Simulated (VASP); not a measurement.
# Al2O (Fmmm) in VASP: further runs

Runs on Al2O. Level: PBE. Tasks: single point, relaxation of cell and atoms.

Everything below comes from runs of VASP 6.6.1. Logs are shortened: lines on timing, memory, paths and dates and some standing lists are left out, and cuts for length are marked.

### Step 1. The cell of the first run

It takes space group Fmmm (No. 69, orthorhombic). Conventional cell: a = 5.005 Å, b = 5.928 Å, c = 6.254 Å, α = 90.00°, β = 90.00°, γ = 90.00°. Al (site symmetry 2/m) has 2 O at 2.00 Å and 2 Al at 2.50 Å within 2.7 Å. Within 2.7 Å of O (site symmetry mmm) lie 4 Al at 2.00 Å.

### Step 2. Single point, PBE

The input, INCAR:

```
PREC = Accurate ; ENCUT = 520
EDIFF = 1E-6 ; ISMEAR = 0
SIGMA = 0.1 ; LREAL = F
LASPH = T ; NELM = 100
ALGO = Normal ; ISIF = 2
LWAVE = F ; LCHARG = F
GGA = PE ; NBANDS = 13
```

The input, KPOINTS:

```
regular mesh
0
Gamma
  14 14 14
```

The input, POSCAR:

```
Al2O
1.0
    0.0000000000      2.9641237315      3.1271456016
    2.5025392432      0.0000000000      3.1271456016
    2.5025392432      2.9641237315      0.0000000000
Al O
2 1
Direct
    0.5000000000      0.0000000000      0.5000000000
    0.0000000000      0.5000000000      0.0000000000
    0.0000000000      0.0000000000      0.0000000000
```

Potentials or basis: VASP PAW PBE potentials, release 64 (Al, O).

On the command line:

```sh
cat potpaw_PBE.64/Al/POTCAR potpaw_PBE.64/O/POTCAR > POTCAR
mpirun -np 1 vasp_std > vasp.out
```

OUTCAR:

```text
PREC = Accurate
   ENCUT = 520
   EDIFF = 1E-6
   ISMEAR = 0
   LREAL = F
   LASPH = T
   NELM = 100
   ISIF = 2
   GGA = PE

 ion  position               nearest neighbor table
   1  0.500  0.000  0.500-   3 2.00   3 2.00   2 2.50   2 2.50   2 2.96   2 2.96   2 3.13   2 3.13

   2  0.000  0.500  0.000-   3 2.00   3 2.00   1 2.50   1 2.50   1 2.96   1 2.96   1 3.13   1 3.13

   3  0.000  0.000  0.000-   2 2.00   1 2.00   2 2.00   1 2.00

  LATTYP: Found a face centered orthorhombic cell.
 ALAT       =     5.0050784864
 B/A-ratio  =     1.1844464536
 C/A-ratio  =     1.2495890365

  Lattice vectors:

 A1 = (   0.0000000000,   2.9641237315,   3.1271456016)
 A2 = (   2.5025392432,   0.0000000000,   3.1271456016)
 A3 = (   2.5025392432,   2.9641237315,   0.0000000000)

Analysis of symmetry for initial positions (statically):
=====================================================================
 Subroutine PRICEL returns:
 Original cell was already a primitive cell.

 Routine SETGRP: Setting up the symmetry group for a
 face centered orthorhombic supercell.

 Subroutine GETGRP returns: Found  8 space group operations
 (whereof  8 operations were pure point group operations)
 out of a pool of  8 trial point group operations.

The static configuration has the point symmetry D_2h.

Analysis of symmetry for dynamics (positions and initial velocities):
=====================================================================
 Subroutine PRICEL returns:
 Original cell was already a primitive cell.

 Routine SETGRP: Setting up the symmetry group for a
 face centered orthorhombic supercell.

 Subroutine GETGRP returns: Found  8 space group operations
 (whereof  8 operations were pure point group operations)
 out of a pool of  8 trial point group operations.

The dynamic configuration has the point symmetry D_2h.

 Subroutine INISYM returns: Found  8 space group operations
 (whereof  8 operations are pure point group operations),
 and found     1 'primitive' translations

----------------------------------------------------------------------------------------

                                     Primitive cell

  volume of cell :      46.3933

  direct lattice vectors                    reciprocal lattice vectors
     0.000000000  2.964123731  3.127145602    -0.199797067  0.168683916  0.159890221
     2.502539243  0.000000000  3.127145602     0.199797067 -0.168683916  0.159890221
     2.502539243  2.964123731  0.000000000     0.199797067  0.168683916 -0.159890221

  length of vectors
     4.308720124  4.005214386  3.879269539     0.306493090  0.306493090  0.306493090

  position of ions in fractional coordinates (direct lattice)
     0.500000000  0.000000000  0.500000000
     1.000000000  0.500000000  0.000000000
     0.000000000  0.000000000  0.000000000

  ion indices of the primitive-cell ions
   primitive index   ion index
                 1           1
                 2           2
                 3           3

----------------------------------------------------------------------------------------

 KPOINTS: regular mesh

Automatic generation of k-mesh.
 Grid dimensions read from file:
 generate k-points for:   14   14   14

 Generating k-lattice:

  Cartesian coordinates                     Fractional coordinates (reciprocal lattice)
    -0.014271219  0.012048851  0.011420730     0.071428571  0.000000000  0.000000000
     0.014271219 -0.012048851  0.011420730    -0.000000000  0.071428571 -0.000000000
     0.014271219  0.012048851 -0.011420730     0.000000000  0.000000000  0.071428571

  Length of vectors
     0.021892364  0.021892364  0.021892364

  Shift w.r.t. Gamma in fractional coordinates (k-lattice)
     0.000000000  0.000000000  0.000000000

 Subroutine IBZKPT returns following result:
 ===========================================

 Found    428 irreducible k-points:

 Following reciprocal coordinates:
            Coordinates               Weight
  0.000000  0.000000  0.000000      1.000000
  0.071429  0.000000  0.000000      8.000000
  0.142857  0.000000 -0.000000      8.000000
  0.214286  0.000000  0.000000      8.000000
  0.285714 -0.000000 -0.000000      8.000000
  0.357143  0.000000 -0.000000      8.000000
[... 16 lines left out ...]
  0.214286  0.142857  0.000000      8.000000
  0.285714  0.142857 -0.000000      8.000000
 [... further k-points ...]
   k-points           NKPTS =    428   k-points in BZ     NKDIM =    428   number of bands    NBANDS=     13
   number of dos      NEDOS =    301   number of ions     NIONS =      3
   total plane-waves  NPLWV =  28800
   dimension x,y,z NGX =    32 NGY =   30 NGZ =   30
   dimension x,y,z NGXF=    64 NGYF=   60 NGZF=   60
   ions per type =               2   1
   NGX,Y,Z   is equivalent  to a cutoff of  12.35, 12.45, 12.86 a.u.
   NGXF,Y,Z  is equivalent  to a cutoff of  24.69, 24.90, 25.71 a.u.
 SYSTEM =  unknown system
   PREC   = accura    normal or accurate (medium, high low for compatibility)
   ISTART =      0    job   : 0-new  1-cont  2-samecut
   ICHARG =      2    charge: 1-file 2-atom 10-const
   ISPIN  =      1    spin polarized calculation?
   LNONCOLLINEAR =      F non collinear calculations
   LSORBIT =      F    spin-orbit coupling
   LASPH  =      T    aspherical Exc in radial PAW
   ENCUT  =  520.0 eV  38.22 Ry    6.18 a.u.   8.01  7.45  7.21*2*pi/ulx,y,z
   NELM   =    100;   NELMIN=  2; NELMDL= -5     # of ELM steps
   EDIFF  = 0.1E-05   stopping-criterion for ELM
   LREAL  =      F    real-space projection
   EDIFFG = 0.1E-04   stopping-criterion for IOM
   NSW    =      0    number of steps for IOM
   IBRION =     -1    ionic relax: 0-MD 1-quasi-New 2-CG
   NFREE  =      0    steps in history (QN), initial steepest desc. (CG)
   ISIF   =      2    stress and relaxation
   ISYM   =      2    0-nonsym 1-usesym 2-fastsym
   POTIM  = 0.5000    time-step for ionic-motion
   TEBEG  =    0.0;   TEEND  =   0.0 temperature during run
   PSTRESS=    0.0 pullay stress
   NELECT =      12.0000    total number of electrons
   NUPDOWN=      -1.0000    fix difference up-down
   EMIN   =  10.00;   EMAX   =-10.00  energy-range for DOS
   EFERMI =   0.00;   METHOD = LEGACY
   ISMEAR =     0;   SIGMA  =   0.10  broadening in eV -4-tet -1-fermi 0-gaus
   EFERMI_NEDOS =   21; number of points for ismear=-14 and -15
   IALGO  =     38    algorithm
   IMIX   =      4    mixing-type and parameters
     AMIX     =   0.40;   BMIX     =  1.00
     AMIX_MAG =   1.60;   BMIX_MAG =  1.00
  volume/ion in A,a.u.               =      15.46       104.36
  Fermi-wavevector in a.u.,A,eV,Ry     =   1.043078  1.971132 14.803299  1.088012
  Thomas-Fermi vector in A             =   2.177771
   LORBIT       =      0    0 simple, 1 ext, 2 COOP (PROOUT), +10 PAW based schemes
   GGA     = PE    functional components
   LHFCALC =     F    Hartree Fock is set to
   AEXX    =    0.0000 exact exchange contribution
   IVDW    =     0    specifies the selected vdW correction
   LEPSILON=     F    determine dielectric tensor
   LRPA    =     F    only Hartree local field effects (RPA)
 non-spin polarized calculation
 Gauss-broadening in eV      SIGMA  =   0.10
  energy-cutoff  :      520.00
  volume of cell :       46.39
 maximum number of plane-waves:      1273
   NGX = 15   NGY = 15   NGZ = 15

 number of electron      12.0000005 magnetization

 Free energy of the ion-electron system (eV)
  ---------------------------------------------------
  ext. energy  EPLUGINS =         0.00000000
  ---------------------------------------------------
  free energy    TOTEN  =       -14.38124325 eV

  energy without entropy =      -14.37604699  energy(sigma->0) =      -14.37864512

 E-fermi :   6.0064     XC(G=0):  -9.7033

 val. band max:        6.0014188892   @ k =   0.2857  -0.4286   0.2143
 cond. band min:       6.0106843663   @ k =   0.3571  -0.2857   0.2857
 fundamental gap:      0.0092654771
 Fermi energy:         6.0064332331

 k-point     1 :       0.0000    0.0000    0.0000
  band No.  band energies     occupation
      1     -14.0650      2.00000
      2      -0.8383      2.00000
      3      -0.6986      2.00000
      4       0.0825      2.00000
      5       1.9091      2.00000
      6       8.4541      0.00000
      7       8.7466      0.00000
      8      10.2993      0.00000
      9      10.4364      0.00000
     10      11.3992      0.00000
     11      12.2708      0.00000
     12      12.9864      0.00000
     13      13.0809      0.00000

 k-point     2 :       0.0714    0.0000    0.0000
  band No.  band energies     occupation
      1     -14.0553      2.00000
      2      -1.1491      2.00000
      3      -0.5123      2.00000
      4       0.2208      2.00000
      5       1.9138      2.00000
      6       8.0038      0.00000
      7       8.4998      0.00000
      8      10.4335      0.00000
      9      10.9678      0.00000
     10      11.4377      0.00000
     11      12.0771      0.00000
     12      12.6518      0.00000
     13      13.6220      0.00000

 k-point     3 :       0.1429    0.0000   -0.0000
  band No.  band energies     occupation
      1     -14.0276      2.00000
      2      -1.5309      2.00000
      3      -0.4322      2.00000
      4       0.5508      2.00000
      5       1.9386      2.00000
      6       7.0827      0.00000
      7       8.2670      0.00000
      8      10.5190      0.00000
      9      10.9459      0.00000
     10      11.8082      0.00000
     11      12.3723      0.00000
     12      13.1139      0.00000
     13      13.4949      0.00000
[... 305 lines left out ...]
 k-point    23 :       0.2143    0.1429    0.0000
  band No.  band energies     occupation
      1     -13.9846      2.00000
      2      -2.2226      2.00000
      3      -0.1204      2.00000
      4       1.1741      2.00000
      5       1.8503      2.00000
      6       6.3311      0.00000
      7       7.6706      0.00000
      8      10.3554      0.00000
      9      10.8353      0.00000
     10      12.5102      0.00000
     11      13.3691      0.00000
     12      13.9666      0.00000
     13      14.2860      0.00000

 k-point    24 :       0.2857    0.1429   -0.0000
  band No.  band energies     occupation
      1     -13.9449      2.00000
      2      -2.4332      2.00000
      3      -0.2312      2.00000
      4       1.4184      2.00000
      5       2.0322      2.00000
      6       5.7755      1.99891
      7       7.2278      0.00000
      8      10.4949      0.00000
      9      11.2169      0.00000
     10      11.9501      0.00000
     11      13.3434      0.00000
     12      14.3870      0.00000
     13      14.7544      0.00000

 [... further k-points ...]
[... 5 lines left out ...]
  --------------------------------------------------------------------------------------
  -------------------------------------------------------------------------------------
  Total       -0.0261149     -0.0295925      0.0010403      0.0000000      0.0000000      0.0000000
  in kB       -0.9018700     -1.0219659      0.0359266      0.0000000      0.0000000      0.0000000
  external PRESSURE =      -0.6293031 kB  Pullay stress =       0.0000000 kB

 VOLUME and BASIS-vectors are now :
 -----------------------------------------------------------------------------
  energy-cutoff  :      520.00
  volume of cell :       46.39
      direct lattice vectors                 reciprocal lattice vectors
     0.000000000  2.964123731  3.127145602    -0.199797067  0.168683916  0.159890221
     2.502539243  0.000000000  3.127145602     0.199797067 -0.168683916  0.159890221
     2.502539243  2.964123731  0.000000000     0.199797067  0.168683916 -0.159890221

 POSITION                                       TOTAL-FORCE (eV/Angst)
 -----------------------------------------------------------------------------------
      1.25127      2.96412      1.56357        -0.000000      0.000000      0.000000
      1.25127      0.00000      1.56357         0.000000      0.000000     -0.000000
      0.00000      0.00000      0.00000         0.000000     -0.000000     -0.000000
 -----------------------------------------------------------------------------------
    total drift:                                0.000000     -0.000000     -0.000000

  FREE ENERGIE OF THE ION-ELECTRON SYSTEM (eV)
  ---------------------------------------------------
  free  energy   TOTEN  =       -14.3812432533 eV

  energy  without entropy=      -14.3760469858  energy(sigma->0) =      -14.37864512
```

Run time: 3 min. Hardware: 1 thread of AMD EPYC 7R13 (Zen 3), shared host; peak memory 0.32 GiB.

What came out:

```
Free energy            : -14.3812 eV
Pressure               : -0.1 GPa
Band gap on the k mesh : zero (band 6 reaches 8.45 eV, above the bottom of band 7 at 5.07 eV)
```

Stress tensor (GPa, compression positive):
```
-0.09  0.00  0.00
 0.00 -0.10  0.00
 0.00  0.00  0.00
```

### Step 3. Relaxation of cell and atoms, PBE

The input, INCAR:

```
SYSTEM = Al2O
PREC = Accurate ; ENCUT = 600
EDIFF = 1E-7 ; ISMEAR = 0
SIGMA = 0.1 ; LREAL = .False.
LASPH = .True. ; NELM = 100
ALGO = Normal ; ISIF = 3
LWAVE = .False. ; LCHARG = .False.
GGA = PE ; IBRION = 2
NSW = 100 ; EDIFFG = -0.01
```

The input, KPOINTS:

```
Automatic mesh
0
Gamma
  14 14 14
  0 0 0
```

The input, POSCAR:

```
Al2O
1.0
    0.0000000000      2.9662501035      3.1295572198
    2.5008082155      0.0000000000      3.1295572198
    2.5008082155      2.9662501035      0.0000000000
Al O
2 1
Direct
    0.5000000000      0.0000000000      0.5000000000
    0.0000000000      0.5000000000      0.0000000000
    0.0000000000      0.0000000000      0.0000000000
```

Potentials or basis: VASP PAW PBE potentials, release 64 (Al, O).

On the command line:

```sh
cat potpaw_PBE.64/Al/POTCAR potpaw_PBE.64/O/POTCAR > POTCAR
mpirun -np 1 vasp_std > vasp.out
```

Wall time 9.5 min (1 thread of AMD EPYC 7R13 (Zen 3), shared host); peak memory 0.35 GiB.

It converged, with:

- Free energy: -14.3841 eV
- Relaxed volume: 15.43 Å³/atom
- Relaxed cell: a = 4.305 Å, b = 4.003 Å, c = 3.875 Å, α = 66.22°, β = 58.32°, γ = 55.46°
- Space group after relaxing (to 0.05 Å): Fmmm (No. 69)
- Energy gained by relaxing: 0.0 meV/atom
- Ionic steps: 4
- Pressure after relaxing: 0.0 GPa
- Band gap on the k mesh: zero (band 6 reaches 8.48 eV, above the bottom of band 7 at 5.09 eV)

The path:
```csv
step,energy change (eV),largest force (eV/Å),pressure (GPa),volume (Å³)
1,0.0000,0.0000,-0.17,46.43
2,-0.0001,0.0000,0.00,46.32
3,-0.0001,0.0000,0.03,46.30
4,-0.0001,0.0000,0.00,46.29
```

Final structure:
```
Al O
1.0
     0.00000    2.96020    3.12590
     2.50126    0.00000    3.12590
     2.50126    2.96020    0.00000
Al O
2 1
Direct
  0.50000 0.00000 0.50000
  0.00000 0.50000 0.00000
  0.00000 0.00000 0.00000
```

Levels at points of the mesh, in eV from the Fermi level:
| k point | band 3 | band 4 | band 5 | band 6 | band 7 | band 8 | band 9 | band 10 |
| --- | --- | --- | --- | --- | --- | --- | --- | --- |
| (0.00, 0.00, 0.00) | -6.71 | -5.93 | -4.10 | 2.45 | 2.74 | 4.29 | 4.45 | 5.39 |
| (0.50, 0.00, 0.00) | -6.47 | -4.73 | -3.59 | -1.11 | 1.95 | 2.61 | 4.23 | 7.05 |
| (0.50, 0.50, 0.00) | -6.51 | -4.42 | -2.63 | -1.40 | 0.63 | 4.35 | 4.42 | 5.32 |
| (0.50, 0.00, 0.50) | -6.47 | -6.39 | -3.62 | -0.51 | 0.09 | 1.26 | 5.81 | 6.39 |
| (0.00, 0.50, 0.50) | -7.46 | -4.85 | -2.94 | -2.05 | 0.92 | 1.26 | 5.04 | 5.10 |
